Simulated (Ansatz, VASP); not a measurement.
## Ca: VASP beside Ansatz

```
Ca
1.0
    -2.09649    2.10173    2.44535
     2.09649   -2.10173    2.44535
     2.09649    2.10173   -2.44535
Ca
1
Direct
  0.50000 0.50000 0.00000
```

Alike in both runs: task single point; functional PBE; k mesh 14 × 14 × 14; occupations gaussian, width 0.05 eV; no spin polarisation.

|  | VASP | Ansatz |
| --- | --- | --- |
| version | VASP 6.6.1 | Ansatz 0.2.0 |
| potentials or method | VASP PAW PBE potentials, release 64 (Ca_sv), cutoff 520 eV | scalar-relativistic, plane waves, PAW |
| valence electrons in the cell | 10 | 10 |

```csv
,VASP,Ansatz,Ansatz less VASP
pressure (GPa),-0.3,-0.4,-0.02
"traceless stress, the component that is largest in VASP (GPa)",0.22,0.22,0.000
```

The functional is the same, so the differences come from potentials, cutoffs and numerics.
